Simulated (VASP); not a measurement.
# Al3GaN4 (P-42m) in VASP: notebook, part 2 of 2

VASP 6.6.1. Earlier steps stand in the parts before.

## Step 3: Single point, PBEsol (volume 12.412 Å^3 an atom, c/a of the conventional cell 0.8336)

INCAR reads:

```
ALGO     = Normal         # electronic algorithm
EDIFF    = 1E-6           # SCF threshold, eV
ENCUT    = 520            # plane-wave cutoff, eV
GGA      = PS             # functional
ISIF     = 2              # what is computed and relaxed
ISMEAR   = 0              # smearing method
LASPH    = T              # aspherical terms in the spheres
LCHARG   = F              # write CHGCAR
LREAL    = F              # projectors in reciprocal space
LWAVE    = F              # write WAVECAR
NBANDS   = 31             # bands
NELM     = 100            # most SCF steps
PREC     = Accurate       # precision mode
SIGMA    = 0.05           # smearing width, eV
```

KPOINTS reads:

```
k-points
0
Gamma
  6 6 6
```

POSCAR reads:

```
Al3GaN4
1.0
    4.9202973488      0.0000000000      0.0000000000
    0.0000000000      4.9202973488      0.0000000000
    0.0000000000      0.0000000000      4.1015598699
Al Ga N
3 1 4
Direct
    0.5000000000      0.5000000000      0.0000000000
    0.5000000000      0.0000000000      0.5000000000
    0.0000000000      0.5000000000      0.5000000000
    0.0000000000      0.0000000000      0.0000000000
    0.7447140287      0.7447140287      0.2552859713
    0.7447140287      0.2552859713      0.7447140287
    0.2552859713      0.7447140287      0.7447140287
    0.2552859713      0.2552859713      0.2552859713
```

Potentials or basis: VASP PAW PBE potentials, release 64 (Al, Ga_d, N).

Command:

```
$ cat potpaw_PBE.64/Al/POTCAR potpaw_PBE.64/Ga_d/POTCAR potpaw_PBE.64/N/POTCAR > POTCAR
$ mpirun -np 1 vasp_std > vasp.out
```

OUTCAR:

```text
EDIFF = 1E-6
   ENCUT = 520
   GGA = PS
   ISIF = 2
   ISMEAR = 0
   LASPH = T
   LREAL = F
   NELM = 100
   PREC = Accurate

 ion  position               nearest neighbor table
   1  0.500  0.500  0.000-   5 2.00   6 2.00   7 2.00   8 2.00   2 3.20   3 3.20   2 3.20   3 3.20
                             2 3.20   2 3.20   3 3.20   3 3.20
   2  0.500  0.000  0.500-   5 2.01   6 2.01   7 2.01   8 2.01   1 3.20   1 3.20   1 3.20   1 3.20

   3  0.000  0.500  0.500-   5 2.01   6 2.01   7 2.01   8 2.01   1 3.20   1 3.20   1 3.20   1 3.20

   4  0.000  0.000  0.000-   5 2.06   6 2.06   7 2.06   8 2.06
   5  0.745  0.745  0.255-   1 2.00   2 2.01   3 2.01   4 2.06
   6  0.745  0.255  0.745-   1 2.00   2 2.01   3 2.01   4 2.06
   7  0.255  0.745  0.745-   1 2.00   2 2.01   3 2.01   4 2.06
   8  0.255  0.255  0.255-   1 2.00   2 2.01   3 2.01   4 2.06

  LATTYP: Found a simple tetragonal cell.
 ALAT       =     4.9202973488
 C/A-ratio  =     0.8336000000

  Lattice vectors:

 A1 = (   4.9202973488,   0.0000000000,   0.0000000000)
[... 187 lines left out ...]

  energy without entropy =      -58.17941703  energy(sigma->0) =      -58.17941703

 E-fermi :   4.9711     XC(G=0): -10.6857

 val. band max:        4.7318982037   @ k =   0.0000   0.0000   0.0000
 cond. band min:       6.4956879703   @ k =   0.0000   0.0000   0.0000
 fundamental gap:      1.7637897666
 Fermi energy:         4.9710723025

 k-point     1 :       0.0000    0.0000    0.0000
  band No.  band energies     occupation
      1      -9.9284      2.00000
      2      -8.9457      2.00000
      3      -8.9457      2.00000
      4      -8.9331      2.00000
      5      -8.5831      2.00000
      6      -8.5127      2.00000
[... 805 lines left out ...]
     30      12.5471      0.00000
     31      13.0833      0.00000

 [... further k-points ...]
[... 5 lines left out ...]
  --------------------------------------------------------------------------------------
  -------------------------------------------------------------------------------------
  Total      -18.0502804    -18.0502804     -7.4703393      0.0000000      0.0000000      0.0000000
  in kB     -291.2478849   -291.2478849   -120.5366614      0.0000000      0.0000000      0.0000000
  external PRESSURE =    -234.3441438 kB  Pullay stress =       0.0000000 kB

 VOLUME and BASIS-vectors are now :
 -----------------------------------------------------------------------------
  energy-cutoff  :      520.00
  volume of cell :       99.30
      direct lattice vectors                 reciprocal lattice vectors
     4.920297349  0.000000000  0.000000000     0.203239749  0.000000000  0.000000000
     0.000000000  4.920297349  0.000000000     0.000000000  0.203239749  0.000000000
     0.000000000  0.000000000  4.101559870     0.000000000  0.000000000  0.243809680

 POSITION                                       TOTAL-FORCE (eV/Angst)
 -----------------------------------------------------------------------------------
      2.46015      2.46015      0.00000         0.000000     -0.000000      0.000000
      2.46015      0.00000      2.05078         0.000000      0.000000      0.000000
      0.00000      2.46015      2.05078         0.000000     -0.000000      0.000000
      0.00000      0.00000      0.00000         0.000000      0.000000      0.000000
      3.66421      3.66421      1.04707         0.044366      0.044366      0.114182
      3.66421      1.25608      3.05449         0.044366     -0.044366     -0.114182
      1.25608      3.66421      3.05449        -0.044366      0.044366     -0.114182
      1.25608      1.25608      1.04707        -0.044366     -0.044366      0.114182
 -----------------------------------------------------------------------------------
    total drift:                               -0.000000     -0.000000      0.000000

  FREE ENERGIE OF THE ION-ELECTRON SYSTEM (eV)
  ---------------------------------------------------
  free  energy   TOTEN  =       -58.1794170269 eV

  energy  without entropy=      -58.1794170269  energy(sigma->0) =      -58.17941703
```

stdout:

```text
POSCAR found type information on POSCAR AlGaN
 POSCAR found :  3 types and       8 ions
 scaLAPACK will be used
 -----------------------------------------------------------------------------
|                                                                             |
|                                                                             |
|     You enforced a specific xc type in the INCAR file but a different       |
|     I HOPE YOU KNOW WHAT YOU ARE DOING!                                     |
|                                                                             |
 -----------------------------------------------------------------------------

 LDA part: xc-table for (Slater+PW92), standard interpolation
 POSCAR, INCAR and KPOINTS ok, starting setup
 FFT: planning ... GRIDC
 FFT: planning ... GRID_SOFT
 FFT: planning ... GRID
 WAVECAR not read
 entering main loop
```

Wall time 76 s (1 thread of Intel Xeon Platinum 8375C at 2.90GHz (Ice Lake), shared host); peak memory 0.27 GiB.

Results:

| Quantity | Value |
| --- | --- |
| Free energy | -58.1794 eV |
| Pressure | -23.4 GPa |
| Largest force | 0.130 eV/Å |
| Band gap on the k mesh | 1.76 eV, direct |

Forces on the atoms (eV/Å):
```
Al   0.000  0.000  0.000
Al   0.000  0.000  0.000
Al   0.000  0.000  0.000
Ga   0.000  0.000  0.000
N    0.044  0.044  0.114
N    0.044 -0.044 -0.114
N   -0.044  0.044 -0.114
N   -0.044 -0.044  0.114
```

Levels at points of the mesh, in eV from the valence-band top:
| k point | band 17 | band 18 | band 19 | band 20 | band 21 | band 22 | band 23 | band 24 | band 25 | band 26 |
| --- | --- | --- | --- | --- | --- | --- | --- | --- | --- | --- |
| (0.00, 0.00, 0.00) | -1.63 | -1.63 | -0.55 | -0.55 | 0.00 | 1.76 | 2.62 | 3.19 | 3.19 | 4.59 |
| (0.50, 0.00, 0.00) | -2.75 | -1.23 | -1.09 | -0.93 | -0.79 | 4.17 | 4.24 | 4.90 | 5.00 | 6.57 |
| (0.50, 0.50, 0.00) | -2.00 | -1.80 | -1.57 | -1.57 | -1.49 | 5.00 | 5.94 | 5.99 | 5.99 | 6.25 |
| (0.00, 0.00, 0.50) | -2.76 | -1.93 | -1.93 | -1.75 | -1.75 | 4.92 | 4.92 | 6.01 | 6.44 | 6.44 |
| (0.50, 0.00, 0.50) | -3.02 | -0.90 | -0.78 | -0.74 | -0.57 | 5.28 | 6.28 | 6.45 | 6.64 | 7.16 |
| (0.50, 0.50, 0.50) | -1.41 | -0.53 | -0.53 | -0.52 | -0.19 | 3.33 | 4.65 | 4.65 | 4.66 | 8.04 |

Caveat: the PAW data sets were made with another functional, which shifts forces and pressure a little.

## Step 4: Single point, PBEsol (volume 12.412 Å^3 an atom, c/a of the conventional cell 1.1290)

INCAR reads:

```
ALGO     = Normal         # electronic algorithm
EDIFF    = 1E-7           # SCF threshold, eV
ENCUT    = 520            # plane-wave cutoff, eV
GGA      = PS             # functional
ISIF     = 2              # what is computed and relaxed
ISMEAR   = 0              # smearing method
LASPH    = True           # aspherical terms in the spheres
LCHARG   = False          # write CHGCAR
LREAL    = False          # projectors in reciprocal space
LWAVE    = False          # write WAVECAR
NBANDS   = 31             # bands
NELM     = 60             # most SCF steps
PREC     = Accurate       # precision mode
SIGMA    = 0.05           # smearing width, eV
```

KPOINTS is that of step 3.

POSCAR: that of step 3 with these lines changed.

```diff
@@ -2,5 +2,5 @@
 1.0
-    4.9202973488      0.0000000000      0.0000000000
-    0.0000000000      4.9202973488      0.0000000000
-    0.0000000000      0.0000000000      4.1015598699
+    4.4471243228      0.0000000000      0.0000000000
+    0.0000000000      4.4471243228      0.0000000000
+    0.0000000000      0.0000000000      5.0208033605
 Al Ga N
```

Command:

```
$ cat potpaw_PBE.64/Al/POTCAR potpaw_PBE.64/Ga_d/POTCAR potpaw_PBE.64/N/POTCAR > POTCAR
$ mpirun -np 1 vasp_std > vasp.out
```

Wall time 79 s (1 thread of Intel Xeon Platinum 8375C at 2.90GHz (Ice Lake), shared host); peak memory 0.27 GiB.

Results (log left out):

```
Free energy            : -58.4099 eV
Pressure               : -22.3 GPa
Largest force          : 0.076 eV/Å
Band gap on the k mesh : 1.94 eV, indirect (least direct gap 1.97 eV)
```

Forces in eV/Å, atoms in the order of the input:
```
Al   0.000  0.000  0.000
Al   0.000  0.000  0.000
Al   0.000  0.000  0.000
Ga   0.000  0.000  0.000
N   -0.042 -0.042 -0.048
N   -0.042  0.042  0.048
N    0.042 -0.042  0.048
N    0.042  0.042 -0.048
```

Stress tensor (GPa, compression positive):
```
-15.26   0.00   0.00
  0.00 -15.26   0.00
  0.00   0.00 -36.43
```

Levels at points of the mesh, in eV from the valence-band top:
```
           k point  band 18  band 19  band 20  band 21  band 22  band 23  band 24  band 25
(0.00, 0.00, 0.00)    -1.41    -0.64    -0.03    -0.03     1.94     2.83     2.83     3.40
(0.50, 0.00, 0.00)    -1.61    -1.46    -1.28    -1.15     4.60     4.63     5.74     5.82
(0.50, 0.50, 0.00)    -0.48    -0.31    -0.23    -0.23     5.78     6.54     6.54     6.96
(0.00, 0.00, 0.50)    -0.88    -0.88    -0.67    -0.67     4.38     4.48     4.91     4.91
(0.50, 0.00, 0.50)    -1.26    -1.11    -1.02    -0.94     5.30     6.40     6.49     6.54
(0.50, 0.50, 0.50)    -0.42    -0.35    -0.19    -0.19     3.65     4.95     4.98     4.98
```

Caveat: the PAW data sets were made with another functional, which shifts forces and pressure a little.

## Step 5: Single point, PBEsol (volume 12.412 Å^3 an atom, c/a of the conventional cell 0.8857)

INCAR reads:

```
PREC = Accurate
ENCUT = 520
EDIFF = 1E-6
ISMEAR = 0
SIGMA = 0.05
LREAL = F
LASPH = T
NELM = 80
ALGO = Normal
ISIF = 2
LWAVE = F
LCHARG = T
GGA = PS
LELF = T
LVHAR = T
NBANDS = 31
```

KPOINTS reads:

```
regular mesh
0
Gamma
  6 6 6
```

POSCAR: that of step 4 with these lines changed.

```diff
@@ -2,5 +2,5 @@
 1.0
-    4.4471243228      0.0000000000      0.0000000000
-    0.0000000000      4.4471243228      0.0000000000
-    0.0000000000      0.0000000000      5.0208033605
+    4.8218648817      0.0000000000      0.0000000000
+    0.0000000000      4.8218648817      0.0000000000
+    0.0000000000      0.0000000000      4.2707257257
 Al Ga N
```

Command:

```
$ cat potpaw_PBE.64/Al/POTCAR potpaw_PBE.64/Ga_d/POTCAR potpaw_PBE.64/N/POTCAR > POTCAR
$ mpirun -np 1 vasp_std > vasp.out
```

Run time: 64 s. Hardware: 1 thread of Intel Xeon Platinum 8375C at 2.90GHz (Ice Lake), shared host; peak memory 0.26 GiB.

The run converged. Its results:

```yaml
Free_energy: -58.5536 eV
Pressure: -22.5 GPa
Largest_force: 0.091 eV/Å
Band_gap_on_the_k_mesh: 1.95 eV, direct
```

Forces in eV/Å, atoms in the order of the input:
```
Al   0.000  0.000  0.000
Al   0.000  0.000  0.000
Al   0.000  0.000  0.000
Ga   0.000  0.000  0.000
N    0.027  0.027  0.082
N    0.027 -0.027 -0.082
N   -0.027  0.027 -0.082
N   -0.027 -0.027  0.082
```

Stress tensor (GPa, compression positive):
```
-26.74   0.00   0.00
  0.00 -26.74   0.00
  0.00   0.00 -14.07
```

Levels at points of the mesh, in eV from the valence-band top:
```csv
k point,band 17,band 18,band 19,band 20,band 21,band 22,band 23,band 24,band 25,band 26
"(0.00, 0.00, 0.00)",-1.70,-1.70,-0.40,-0.40,0.00,1.95,2.72,3.15,3.15,5.22
"(0.50, 0.00, 0.00)",-2.76,-1.21,-1.07,-0.96,-0.83,4.38,4.42,5.11,5.18,6.85
"(0.50, 0.50, 0.00)",-2.15,-1.48,-1.24,-1.24,-1.20,5.34,6.32,6.32,6.34,6.52
"(0.00, 0.00, 0.50)",-2.66,-1.68,-1.68,-1.49,-1.49,4.84,4.87,6.14,6.14,6.45
"(0.50, 0.00, 0.50)",-2.82,-0.84,-0.67,-0.65,-0.52,5.58,6.55,6.65,6.98,7.26
"(0.50, 0.50, 0.50)",-1.13,-0.51,-0.51,-0.50,-0.22,3.71,5.09,5.09,5.10,8.30
```

Caveat: the PAW data sets were made with another functional, which shifts forces and pressure a little.

## Step 6: Summary

```csv
cell,gap on the mesh (eV),pressure (GPa),largest force (eV/Å)
"a = 4.725, b = 4.725, c = 4.447 Å, 8 atoms",2.12,-22.0,0.05
"a = 4.920, b = 4.920, c = 4.102 Å, 8 atoms",1.76,-23.4,0.13
"a = 4.447, b = 4.447, c = 5.021 Å, 8 atoms",1.94,-22.3,0.08
"a = 4.822, b = 4.822, c = 4.271 Å, 8 atoms",1.95,-22.5,0.09
```

Alike in all rows: task single point; level PBEsol; potentials or basis VASP PAW PBE potentials, release 64 (Al, Ga_d, N); no spin polarisation; k mesh 6 × 6 × 6; cutoff (eV) 520; smearing gaussian 0.05 eV.

Caveats: the PAW data sets were made with another functional, which shifts forces and pressure a little.

Total energies depend on the potentials used, so only differences within one code and one set of settings carry meaning.
